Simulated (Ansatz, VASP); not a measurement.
## Two plane-wave programs on MoS2

File INCAR:

```
PREC = Accurate
ENCUT = 520
EDIFF = 1E-6
ISMEAR = 0
SIGMA = 0.05
LREAL = False
LASPH = True
NELM = 60
ALGO = Normal
ISIF = 2
LWAVE = False
LCHARG = False
GGA = PE
IVDW = 12
NBANDS = 20
```

KPOINTS

```
regular mesh
0
Gamma
  12 12 4
```

Contents of POSCAR:

```
MoS2
1.0
    3.1497239970      0.0000000000      0.0000000000
   -1.5748619985      2.7277409963      0.0000000000
    0.0000000000      0.0000000000      7.1461083597
Mo S
1 2
Direct
    0.0000000000      0.0000000000      0.0000000000
    0.3333333333      0.6666666667      0.2356692374
    0.3333333333      0.6666666667      0.7643307626
```

Input for Ansatz:

```yaml
crystal:
  lattice:
    - [3.149723997, 0.0, 0.0]
    - [-1.5748619985, 2.7277409963, 0.0]
    - [0.0, 0.0, 7.1461083597]
  atoms:
    - { symbol: Mo, position: [0.0, 0.0, 0.0] }
    - { symbol: S, position: [0.3333333333, 0.6666666667, 0.2356692374] }
    - { symbol: S, position: [0.3333333333, 0.6666666667, 0.7643307626] }
basis:
  ecutwfc: 420
kpoints:
  mp_grid: { grid: [12, 12, 4] }
hamiltonian:
  xc: pbe
  dispersion: d3bj
scf:
  occupations: { method: gaussian, width: 0.05 }
output:
  forces: true
  stress: true
  eigenvalues: true
```

Change from the starting cell: strain +0.0750 x Voigt [0, 0, 1, 0, 0, 0], atoms carried along.

Alike in both runs: task single point; functional PBE; dispersion D3(BJ); k mesh 12 × 12 × 4; occupations gaussian, width 0.05 eV; no spin polarisation.

|  | VASP | Ansatz |
| --- | --- | --- |
| version | VASP 6.6.1 | Ansatz 0.2.0 |
| potentials or method | VASP PAW PBE potentials, release 64 (Mo_sv, S), cutoff 520 eV | scalar-relativistic, plane waves, PAW |
| valence electrons in the cell | 26 | 26 |

Ansatz gave:

- gap on the k mesh at the Fermi level (eV): 1.23
- least direct gap on the mesh (eV): 1.92
- pressure (GPa): -9.2
- traceless stress, the component that is largest in VASP (GPa): -8.25
- rms of the force components (eV/Å): 0.868

**Question.** Estimate VASP's values.

**Answer.** gap on the k mesh at the Fermi level (eV): 1.23; least direct gap on the mesh (eV): 1.92; pressure (GPa): -9.3; traceless stress, the component that is largest in VASP (GPa): -8.28; rms of the force components (eV/Å): 0.872.

Atom by atom the forces differ by 0.004 eV/Å (rms over components).
